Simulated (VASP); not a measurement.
A run of VASP 6.6.1 is set up as follows.

The input POSCAR:

```
Pd
1.0
    0.0000000000      1.9559006185      1.9559006185
    1.9559006185      0.0000000000      1.9559006185
    1.9559006185      1.9559006185      0.0000000000
Pd
1
Direct
    0.0000000000      0.0000000000      0.0000000000
```

Contents of INCAR.step1:

```
SYSTEM = Pd
  PREC = Accurate
  ENCUT = 520
  ISMEAR = 0
  SIGMA = 0.1
  LREAL = .FALSE.
  LASPH = .TRUE.
  NELM = 150
  ISPIN = 2
  MAGMOM = 0.36
  LMAXMIX = 4
  NBANDS = 15
  GGA = PE
  ALGO = Normal
  EDIFF = 1E-4
  LWAVE = .TRUE.
  LCHARG = .FALSE.
```

Contents of INCAR.step2:

```
SYSTEM = Pd
  PREC = Accurate
  ENCUT = 520
  EDIFF = 1E-6
  ISMEAR = 0
  SIGMA = 0.1
  LREAL = .FALSE.
  LASPH = .TRUE.
  NELM = 150
  ALGO = Normal
  ISIF = 2
  LWAVE = .FALSE.
  LCHARG = .FALSE.
  ISPIN = 2
  MAGMOM = 0.36
  LORBIT = 11
  LMAXMIX = 4
  METAGGA = R2SCAN
  LMIXTAU = .TRUE.
  NBANDS = 15
  ISTART = 1
```

KPOINTS

```
Automatic mesh
0
G
  18 18 18
  0 0 0
```

Potentials or basis: VASP PAW PBE potentials, release 64 (Pd).

Launch:

```bash
$ cat potpaw_PBE.64/Pd/POTCAR > POTCAR
$ cp INCAR.step1 INCAR
$ mpirun -np 1 vasp_std > vasp.out
$ cp INCAR.step2 INCAR
$ mpirun -np 1 vasp_std > vasp.out
```

(1) Estimate the net moment.

(2) What does it give for the site moments?

Answers

(1) 0.40 μB per cell.

(2) Pd +0.41 μB.
